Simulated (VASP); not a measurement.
# GePt (P1) in VASP: single point with PBE

Aim: the single point of GePt with PBE.

All numbers are computed with VASP 6.6.1; they aren't measurements. Logs are shortened: lines on timing, memory, paths and dates and some standing lists are left out, and cuts for length are marked.

## (1) The cell of the first run

The typed cell holds 8 atoms: a = 5.719 Å, b = 3.697 Å, c = 6.084 Å, α = 90.00°, β = 90.00°, γ = 90.00°.

## (2) Single point, PBE

Input file INCAR:

```
SYSTEM = GePt
PREC = Accurate ; ENCUT = 520
EDIFF = 1E-7 ; ISMEAR = 0
SIGMA = 0.05 ; LREAL = .FALSE.
LASPH = .TRUE. ; NELM = 80
ALGO = Normal ; ISIF = 2
LWAVE = .FALSE. ; LCHARG = .FALSE.
GGA = PE ; NBANDS = 58
```

Input file KPOINTS:

```
Automatic mesh
0
G
  6 10 6
  0 0 0
```

Input file POSCAR:

```
GePt
1.0
    5.7190000000      0.0000000000      0.0000000000
    0.0000000000      3.6970000000      0.0000000000
    0.0000000000      0.0000000000      6.0840000000
Ge Pt
4 4
Direct
    0.1850000000      0.2500000000      0.5900000000
    0.3150000000      0.7500000000      0.0900000000
    0.6850000000      0.2500000000      0.9100000000
    0.8150000000      0.7500000000      0.4100000000
    0.9995000000      0.2500000000      0.1908000000
    0.5005000000      0.7500000000      0.6908000000
    0.4995000000      0.2500000000      0.3092000000
    0.0005000000      0.7770489586      0.8092000000
```

Potentials or basis: VASP PAW PBE potentials, release 64 (Ge_d, Pt).

On the command line:

```sh
$ cat potpaw_PBE.64/Ge_d/POTCAR potpaw_PBE.64/Pt/POTCAR > POTCAR
$ mpirun -np 1 vasp_std > vasp.out
```

OUTCAR:

```text
SYSTEM = GePt
   PREC = Accurate
   ENCUT = 520
   EDIFF = 1E-7
   ISMEAR = 0
   LREAL = .FALSE.
   LASPH = .TRUE.
   NELM = 80
   ISIF = 2
   GGA = PE

 ion  position               nearest neighbor table
   1  0.185  0.250  0.590-   8 2.44   7 2.48   8 2.59   5 2.65   6 2.65   6 2.65
   2  0.315  0.750  0.090-   8 2.48   7 2.51   7 2.51   6 2.65   5 2.65   5 2.65
   3  0.685  0.250  0.910-   5 2.48   6 2.51   6 2.51   8 2.59   7 2.65   8 2.73
   4  0.815  0.750  0.410-   6 2.48   5 2.51   5 2.51   8 2.65   7 2.65   7 2.65
   5  0.999  0.250  0.191-   3 2.48   4 2.51   4 2.51   1 2.65   2 2.65   2 2.65   8 2.91   7 2.95
                             7 2.95   8 3.03
   6  0.501  0.750  0.691-   4 2.48   3 2.51   3 2.51   2 2.65   1 2.65   1 2.65   8 2.95   8 2.95
                             7 2.97   7 2.97
   7  0.499  0.250  0.309-   1 2.48   2 2.51   2 2.51   3 2.65   4 2.65   4 2.65   5 2.95   5 2.95
                             6 2.97   6 2.97
   8  0.001  0.777  0.809-   1 2.44   2 2.48   1 2.59   3 2.59   4 2.65   3 2.73   5 2.91   6 2.95
                             6 2.95   5 3.03

  LATTYP: Found a simple orthorhombic cell.
 ALAT       =     3.6970000000
 B/A-ratio  =     1.5469299432
 C/A-ratio  =     1.6456586421

  Lattice vectors:

 A1 = (   0.0000000000,  -3.6970000000,   0.0000000000)
 A2 = (   5.7190000000,   0.0000000000,   0.0000000000)
 A3 = (   0.0000000000,   0.0000000000,   6.0840000000)

Analysis of symmetry for initial positions (statically):
=====================================================================
 Subroutine PRICEL returns:
 Original cell was already a primitive cell.

 Routine SETGRP: Setting up the symmetry group for a
 simple orthorhombic supercell.

 Subroutine GETGRP returns: Found  1 space group operations
 (whereof  1 operations were pure point group operations)
 out of a pool of  8 trial point group operations.

The static configuration has the point symmetry C_1 .

Analysis of symmetry for dynamics (positions and initial velocities):
=====================================================================
 Subroutine PRICEL returns:
 Original cell was already a primitive cell.

 Routine SETGRP: Setting up the symmetry group for a
 simple orthorhombic supercell.

 Subroutine GETGRP returns: Found  1 space group operations
 (whereof  1 operations were pure point group operations)
 out of a pool of  8 trial point group operations.

The dynamic configuration has the point symmetry C_1 .

 Subroutine INISYM returns: Found  1 space group operations
 (whereof  1 operations are pure point group operations),
 and found     1 'primitive' translations
[... 115 lines left out ...]
   POTIM  = 0.5000    time-step for ionic-motion
   TEBEG  =    0.0;   TEEND  =   0.0 temperature during run
   PSTRESS=    0.0 pullay stress
   NELECT =      96.0000    total number of electrons
   NUPDOWN=      -1.0000    fix difference up-down
   EMIN   =  10.00;   EMAX   =-10.00  energy-range for DOS
   EFERMI =   0.00;   METHOD = LEGACY
   ISMEAR =     0;   SIGMA  =   0.05  broadening in eV -4-tet -1-fermi 0-gaus
   EFERMI_NEDOS =   21; number of points for ismear=-14 and -15
   IALGO  =     38    algorithm
   IMIX   =      4    mixing-type and parameters
     AMIX     =   0.40;   BMIX     =  1.00
     AMIX_MAG =   1.60;   BMIX_MAG =  1.00
  volume/ion in A,a.u.               =      16.08       108.51
  Fermi-wavevector in a.u.,A,eV,Ry     =   1.484952  2.806152 30.001955  2.205082
  Thomas-Fermi vector in A             =   2.598424
   LORBIT       =      0    0 simple, 1 ext, 2 COOP (PROOUT), +10 PAW based schemes
   GGA     = PE    functional components
   LHFCALC =     F    Hartree Fock is set to
   AEXX    =    0.0000 exact exchange contribution
   IVDW    =     0    specifies the selected vdW correction
   LEPSILON=     F    determine dielectric tensor
   LRPA    =     F    only Hartree local field effects (RPA)
 non-spin polarized calculation
 Gauss-broadening in eV      SIGMA  =   0.05
  energy-cutoff  :      520.00
  volume of cell :      128.63
 maximum number of plane-waves:      3494
 NGX is ok and might be reduce to    48
   NGX = 21   NGY = 13   NGZ = 23

 number of electron      96.0000031 magnetization

 Free energy of the ion-electron system (eV)
  ---------------------------------------------------
  ext. energy  EPLUGINS =         0.00000000
  ---------------------------------------------------
  free energy    TOTEN  =       -45.98228510 eV

  energy without entropy =      -45.97909456  energy(sigma->0) =      -45.98068983

 E-fermi :   9.8997     XC(G=0): -12.4868

 val. band max:        9.8868399362   @ k =   0.0000   0.0000   0.3333
 cond. band min:       9.9015551231   @ k =   0.5000   0.2000   0.3333
 fundamental gap:      0.0147151869
 Fermi energy:         9.8996655025

 k-point     1 :       0.0000    0.0000    0.0000
  band No.  band energies     occupation
      1     -15.3567      2.00000
      2     -15.3483      2.00000
      3     -15.3478      2.00000
      4     -15.3440      2.00000
      5     -15.3338      2.00000
      6     -15.3193      2.00000
[... 1453 lines left out ...]
     57      14.2445      0.00000
     58      15.3575      0.00000

 [... further k-points ...]

------------------------ aborting loop because EDIFF is reached ----------------------------------------

  FORCE on cell =-STRESS in cart. coord.  units (eV):
  Direction    XX          YY          ZZ          XY          YZ          ZX
  --------------------------------------------------------------------------------------
  -------------------------------------------------------------------------------------
  Total        7.0032506      6.8779397      6.6548129      0.1672825     -0.1563619     -0.1142924
  in kB       87.2271131     85.6663361     82.8872399      2.0835422     -1.9475233     -1.4235389
  external PRESSURE =      85.2602297 kB  Pullay stress =       0.0000000 kB

 VOLUME and BASIS-vectors are now :
 -----------------------------------------------------------------------------
  energy-cutoff  :      520.00
  volume of cell :      128.63
      direct lattice vectors                 reciprocal lattice vectors
     5.719000000  0.000000000  0.000000000     0.174855744  0.000000000  0.000000000
     0.000000000  3.697000000  0.000000000     0.000000000  0.270489586  0.000000000
     0.000000000  0.000000000  6.084000000     0.000000000  0.000000000  0.164365549

 POSITION                                       TOTAL-FORCE (eV/Angst)
 -----------------------------------------------------------------------------------
      1.05802      0.92425      3.58956        -0.003488      0.551465     -0.159045
      1.80148      2.77275      0.54756         0.070712      0.020865     -0.087771
      3.91752      0.92425      5.53644        -0.122523      0.169669      0.088557
      4.66098      2.77275      2.49444         0.074867     -0.011524      0.087265
      5.71614      0.92425      1.16083         0.104219      0.181797      0.026145
      2.86236      2.77275      4.20283        -0.101904     -0.134471     -0.003277
      2.85664      0.92425      1.88117         0.095556     -0.039544      0.008268
      0.00286      2.87275      4.92317        -0.117439     -0.738257      0.039858
 -----------------------------------------------------------------------------------
    total drift:                                0.000071     -0.000093     -0.000053

  FREE ENERGIE OF THE ION-ELECTRON SYSTEM (eV)
  ---------------------------------------------------
  free  energy   TOTEN  =       -45.9822850982 eV

  energy  without entropy=      -45.9790945583  energy(sigma->0) =      -45.98068983
```

stdout:

```text
POSCAR found type information on POSCAR GePt
 POSCAR found :  2 types and       8 ions
 scaLAPACK will be used
 LDA part: xc-table for (Slater+PW92), standard interpolation
 POSCAR, INCAR and KPOINTS ok, starting setup
 FFT: planning ... GRIDC
 FFT: planning ... GRID_SOFT
 FFT: planning ... GRID
 WAVECAR not read
 entering main loop
```

Run time: 13 min. Hardware: 1 thread of Intel Xeon 6975P-C (Granite Rapids), shared host; peak memory 0.99 GiB.

What came out:

```
Free energy            : -45.9823 eV
Pressure               : 8.5 GPa
Largest force          : 0.749 eV/Å
Band gap on the k mesh : zero (bands 48 and 49 overlap by 1.38 eV)
```

Forces in eV/Å, atoms in the order of the input:
```
Ge  -0.003  0.551 -0.159
Ge   0.071  0.021 -0.088
Ge  -0.123  0.170  0.089
Ge   0.075 -0.012  0.087
Pt   0.104  0.182  0.026
Pt  -0.102 -0.134 -0.003
Pt   0.096 -0.040  0.008
Pt  -0.117 -0.738  0.040
```

Caveat: the cell stands under pressure; spin-orbit coupling is left out, which moves the levels of the heavy elements.
